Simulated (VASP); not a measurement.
# Br (Cmmm) in VASP: single point with revPBE

Aim: the single point of Br with revPBE.

Program: VASP 6.6.1. These are calculated values, not measurements. Logs are shortened: lines on timing, memory, paths and dates and some standing lists are left out, and cuts for length are marked.

## Step 1: The cell of the first run

The structure is orthorhombic, space group Cmmm (No. 65). Conventional cell: a = 5.320 Å, b = 8.278 Å, c = 8.044 Å, α = 90.00°, β = 90.00°, γ = 90.00°. Br (site symmetry 2) has 5 Br at 2.66 to 3.49 Å within 3.5 Å. Within 4.6 Å of Br (site symmetry mmm) lie 8 Br at 3.49 Å.

## Step 2: Single point, revPBE

INCAR

```
  PREC = Accurate
  ENCUT = 500
  EDIFF = 1E-6
  ISMEAR = 0
  SIGMA = 0.1
  LREAL = F
  LASPH = T
  NELM = 120
  ALGO = Normal
  ISIF = 2
  LWAVE = F
  LCHARG = F
  GGA = RE
  NBANDS = 26
  GGA_COMPAT = F
```

KPOINTS

```
regular mesh
0
Gamma
  8 8 6
```

POSCAR

```
Br
1.0
    2.6600688455     -4.1390786686      0.0000000000
    2.6600688455      4.1390786686      0.0000000000
    0.0000000000      0.0000000000      8.0437620383
Br
5
Direct
    0.5000000000      0.0000000000      0.3076847116
    0.0000000000      0.5000000000      0.6923152884
    0.0000000000      0.5000000000      0.3076847116
    0.5000000000      0.0000000000      0.6923152884
    0.0000000000      0.0000000000      0.0000000000
```

Potentials or basis: VASP PAW PBE potentials, release 64 (Br).

Run with:

```
$ cat potpaw_PBE.64/Br/POTCAR > POTCAR
$ mpirun -np 1 vasp_std > vasp.out
```

OUTCAR:

```text
PREC = Accurate
   ENCUT = 500
   EDIFF = 1E-6
   ISMEAR = 0
   LREAL = F
   LASPH = T
   NELM = 120
   ISIF = 2
   GGA = RE

 ion  position               nearest neighbor table
   1  0.500  0.000  0.308-   3 2.66   3 2.66
   2  0.000  0.500  0.692-   4 2.66   4 2.66
   3  0.000  0.500  0.308-   1 2.66   1 2.66
   4  0.500  0.000  0.692-   2 2.66   2 2.66
   5  0.000  0.000  0.000-

  LATTYP: Found a base centered orthorhombic cell.
 ALAT       =     5.3201376910
 B/A-ratio  =     1.5560043401
 C/A-ratio  =     1.5119462137

  Lattice vectors:

 A1 = (   2.6600688455,  -4.1390786686,   0.0000000000)
 A2 = (   2.6600688455,   4.1390786686,   0.0000000000)
 A3 = (   0.0000000000,   0.0000000000,   8.0437620383)

Analysis of symmetry for initial positions (statically):
=====================================================================
 Subroutine PRICEL returns:
 Original cell was already a primitive cell.

 Routine SETGRP: Setting up the symmetry group for a
 base centered orthorhombic supercell.

 Subroutine GETGRP returns: Found  8 space group operations
 (whereof  8 operations were pure point group operations)
 out of a pool of  8 trial point group operations.

The static configuration has the point symmetry D_2h.

Analysis of symmetry for dynamics (positions and initial velocities):
=====================================================================
 Subroutine PRICEL returns:
 Original cell was already a primitive cell.

 Routine SETGRP: Setting up the symmetry group for a
 base centered orthorhombic supercell.

 Subroutine GETGRP returns: Found  8 space group operations
 (whereof  8 operations were pure point group operations)
 out of a pool of  8 trial point group operations.

The dynamic configuration has the point symmetry D_2h.

 Subroutine INISYM returns: Found  8 space group operations
 (whereof  8 operations are pure point group operations),
 and found     1 'primitive' translations

----------------------------------------------------------------------------------------

                                     Primitive cell

[... 84 lines left out ...]
   NGX,Y,Z   is equivalent  to a cutoff of  12.16, 12.16, 12.40 a.u.
   NGXF,Y,Z  is equivalent  to a cutoff of  24.33, 24.33, 24.80 a.u.
 SYSTEM =  unknown system
   PREC   = accura    normal or accurate (medium, high low for compatibility)
   ISTART =      0    job   : 0-new  1-cont  2-samecut
   ICHARG =      2    charge: 1-file 2-atom 10-const
   ISPIN  =      1    spin polarized calculation?
   LNONCOLLINEAR =      F non collinear calculations
   LSORBIT =      F    spin-orbit coupling
   LASPH  =      T    aspherical Exc in radial PAW
   ENCUT  =  500.0 eV  36.75 Ry    6.06 a.u.   8.97  8.97 14.67*2*pi/ulx,y,z
   NELM   =    120;   NELMIN=  2; NELMDL= -5     # of ELM steps
   EDIFF  = 0.1E-05   stopping-criterion for ELM
   LREAL  =      F    real-space projection
[... 7 lines left out ...]
   TEBEG  =    0.0;   TEEND  =   0.0 temperature during run
   PSTRESS=    0.0 pullay stress
   NELECT =      35.0000    total number of electrons
   NUPDOWN=      -1.0000    fix difference up-down
   EMIN   =  10.00;   EMAX   =-10.00  energy-range for DOS
   EFERMI =   0.00;   METHOD = LEGACY
   ISMEAR =     0;   SIGMA  =   0.10  broadening in eV -4-tet -1-fermi 0-gaus
   EFERMI_NEDOS =   21; number of points for ismear=-14 and -15
   IALGO  =     38    algorithm
   IMIX   =      4    mixing-type and parameters
     AMIX     =   0.40;   BMIX     =  1.00
     AMIX_MAG =   1.60;   BMIX_MAG =  1.00
  volume/ion in A,a.u.               =      35.43       239.06
  Fermi-wavevector in a.u.,A,eV,Ry     =   0.953533  1.801916 12.370752  0.909225
  Thomas-Fermi vector in A             =   2.082196
   LORBIT       =      0    0 simple, 1 ext, 2 COOP (PROOUT), +10 PAW based schemes
   GGA     = RE    functional components
   LHFCALC =     F    Hartree Fock is set to
   AEXX    =    0.0000 exact exchange contribution
   IVDW    =     0    specifies the selected vdW correction
   LEPSILON=     F    determine dielectric tensor
   LRPA    =     F    only Hartree local field effects (RPA)
 non-spin polarized calculation
 Gauss-broadening in eV      SIGMA  =   0.10
  energy-cutoff  :      500.00
  volume of cell :      177.13
 maximum number of plane-waves:      4525
   NGX = 17   NGY = 17   NGZ = 29

 number of electron      34.9999987 magnetization

 Free energy of the ion-electron system (eV)
  ---------------------------------------------------
  ext. energy  EPLUGINS =         0.00000000
  ---------------------------------------------------
  free energy    TOTEN  =        -5.36939782 eV

  energy without entropy =       -5.33926758  energy(sigma->0) =       -5.35433270

 E-fermi :  -0.4927     XC(G=0):  -7.3787

 val. band max:       -0.4961675743   @ k =  -0.3750   0.3750   0.5000
 cond. band min:      -0.4904877204   @ k =   0.2500   0.1250   0.3333
 fundamental gap:      0.0056798539
 Fermi energy:        -0.4926900127

 k-point     1 :       0.0000    0.0000    0.0000
  band No.  band energies     occupation
      1     -16.1030      2.00000
      2     -15.6395      2.00000
      3     -13.6582      2.00000
      4     -13.4787      2.00000
      5     -13.2349      2.00000
      6      -6.1383      2.00000
[... 685 lines left out ...]
     25       8.0215      0.00000
     26       8.7770      0.00000

 [... further k-points ...]

------------------------ aborting loop because EDIFF is reached ----------------------------------------

  FORCE on cell =-STRESS in cart. coord.  units (eV):
  Direction    XX          YY          ZZ          XY          YZ          ZX
  --------------------------------------------------------------------------------------
  -------------------------------------------------------------------------------------
  Total        1.1638475      1.0698609      1.3055231      0.0000000      0.0000000      0.0000000
  in kB       10.5273943      9.6772542     11.8088977      0.0000000      0.0000000      0.0000000
  external PRESSURE =      10.6711821 kB  Pullay stress =       0.0000000 kB

 VOLUME and BASIS-vectors are now :
 -----------------------------------------------------------------------------
  energy-cutoff  :      500.00
  volume of cell :      177.13
      direct lattice vectors                 reciprocal lattice vectors
     2.660068846 -4.139078669  0.000000000     0.187965060 -0.120799830  0.000000000
     2.660068846  4.139078669  0.000000000     0.187965060  0.120799830  0.000000000
     0.000000000  0.000000000  8.043762038     0.000000000  0.000000000  0.124319938

 POSITION                                       TOTAL-FORCE (eV/Angst)
 -----------------------------------------------------------------------------------
      1.33003     -2.06954      2.47494         0.000000      0.000000     -0.008339
      1.33003      2.06954      5.56882        -0.000000      0.000000      0.008339
      1.33003      2.06954      2.47494        -0.000000     -0.000000     -0.008339
      1.33003     -2.06954      5.56882        -0.000000     -0.000000      0.008339
      0.00000      0.00000      0.00000         0.000000      0.000000      0.000000
 -----------------------------------------------------------------------------------
    total drift:                                0.000000     -0.000000     -0.000000

  FREE ENERGIE OF THE ION-ELECTRON SYSTEM (eV)
  ---------------------------------------------------
  free  energy   TOTEN  =        -5.3693978213 eV

  energy  without entropy=       -5.3392675760  energy(sigma->0) =       -5.35433270
```

OSZICAR:

```text
N       E                     dE             d eps       ncg     rms          rms(c)
DAV:   1     0.233423165446E+03    0.23342E+03   -0.13538E+04  4368   0.106E+03
DAV:   2     0.133797516885E+02   -0.22004E+03   -0.21319E+03  6194   0.194E+02
DAV:   3    -0.573811788044E+01   -0.19118E+02   -0.18889E+02  5036   0.642E+01
DAV:   4    -0.596033592752E+01   -0.22222E+00   -0.22194E+00  5456   0.832E+00
DAV:   5    -0.596265375369E+01   -0.23178E-02   -0.23175E-02  5372   0.853E-01    0.993E+00
DAV:   6    -0.561752503318E+01    0.34513E+00   -0.21860E+00  5724   0.664E+00    0.852E+00
DAV:   7    -0.542980570511E+01    0.18772E+00   -0.12050E+00  4944   0.330E+00    0.504E+00
DAV:   8    -0.539559741832E+01    0.34208E-01   -0.54391E-01  5056   0.272E+00    0.106E+00
DAV:   9    -0.537058201745E+01    0.25015E-01   -0.77091E-02  5106   0.102E+00    0.252E-01
DAV:  10    -0.536936871156E+01    0.12133E-02   -0.58064E-03  4904   0.374E-01    0.908E-02
DAV:  11    -0.536939000630E+01   -0.21295E-04   -0.94085E-04  5270   0.106E-01    0.681E-02
DAV:  12    -0.536943854199E+01   -0.48536E-04   -0.58042E-04  4766   0.824E-02    0.587E-02
DAV:  13    -0.536939588914E+01    0.42653E-04   -0.10989E-04  5052   0.359E-02    0.112E-02
DAV:  14    -0.536939689176E+01   -0.10026E-05   -0.88290E-06  4660   0.145E-02    0.371E-03
DAV:  15    -0.536939782130E+01   -0.92954E-06   -0.14674E-06  3660   0.570E-03
   1 F= -.53693978E+01 E0= -.53543327E+01  d E =-.301302E-01
```

stdout:

```text
POSCAR found type information on POSCAR Br
 POSCAR found :  1 types and       5 ions
 scaLAPACK will be used
 -----------------------------------------------------------------------------
|                                                                             |
|                                                                             |
|     You enforced a specific xc type in the INCAR file but a different       |
|     I HOPE YOU KNOW WHAT YOU ARE DOING!                                     |
|                                                                             |
 -----------------------------------------------------------------------------

 LDA part: xc-table for (Slater+PW92), standard interpolation
 POSCAR, INCAR and KPOINTS ok, starting setup
 FFT: planning ... GRIDC
 FFT: planning ... GRID_SOFT
 FFT: planning ... GRID
 WAVECAR not read
 entering main loop
```

It took 5.8 min on 1 thread of Intel Xeon 8259CL, shared host; peak memory 0.43 GiB.

Results:

```
Free energy            : -5.3694 eV
Pressure               : 1.1 GPa
Largest force          : 0.008 eV/Å
Band gap on the k mesh : zero (an odd number of electrons rules out a gap without spin polarisation)
```

Forces in eV/Å, atoms in the order of the input:
```
Br   0.000  0.000 -0.008
Br   0.000  0.000  0.008
Br   0.000  0.000 -0.008
Br   0.000  0.000  0.008
Br   0.000  0.000  0.000
```

Caveat: the PAW data sets were made with another functional, which shifts forces and pressure a little; an odd number of electrons without spin polarisation forces a metal; a magnetic or distorted state may lie lower.
